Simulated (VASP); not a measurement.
Input of a VASP 6.6.1 run:

File INCAR:

```
ALGO = Normal
EDIFF = 1E-8
ENCUT = 520
GGA = PE
ISIF = 2
ISMEAR = 1
LASPH = True
LCHARG = False
LEFG = True
LREAL = False
LWAVE = False
NBANDS = 36
NELECT = 47.0
NELM = 60
PREC = Accurate
SIGMA = 0.15
```

File KPOINTS:

```
k-points
0
Gamma
  10 10 2
```

POSCAR

```
SiC
1.0
    1.5389000000     -2.6675000000      0.0000000000
    1.5389000000      2.6675000000      0.0000000000
    0.0000000000      0.0000000000     15.1219000000
Si C
6 6
Direct
    0.1666620609      0.8333379391      0.8577214520
    0.8333379391      0.1666620609      0.3577214520
    0.5001149274      0.4998850726      0.5245066742
    0.4998850726      0.5001149274      0.0245066742
    0.8334420063      0.1665579937      0.6912249934
    0.1665579937      0.8334420063      0.1912249934
    0.5001800044      0.4998199956      0.6498136388
    0.4998199956      0.5001800044      0.1498136388
    0.1666200921      0.8333799079      0.9826819951
    0.8333799079      0.1666200921      0.4826819951
    0.8333969726      0.1666030274      0.8161912464
    0.1666030274      0.8333969726      0.3161912464
```

Potentials or basis: VASP PAW PBE potentials, release 64 (Si, C).

Command:

```sh
$ cat potpaw_PBE.64/Si/POTCAR potpaw_PBE.64/C/POTCAR > POTCAR
$ mpirun -np 1 vasp_std > vasp.out
```

Q: Predict the largest force.

A: 0.100 eV/Å.

Forces on the atoms (eV/Å):
```
Si   0.000  0.003  0.083
Si   0.000 -0.003  0.083
Si   0.000 -0.004  0.073
Si   0.000  0.004  0.073
Si   0.000  0.003  0.090
Si   0.000 -0.003  0.090
C    0.000 -0.003 -0.100
C    0.000  0.003 -0.100
C    0.000 -0.003 -0.048
C    0.000  0.003 -0.048
C    0.000 -0.003 -0.099
C    0.000  0.003 -0.099
```

Caveat: the cell carries a net charge on a neutralising background, which shifts energy and pressure; without QUAD_EFG the Cq values of the log hold for a quadrupole moment of 1 mb, not for the nuclei.
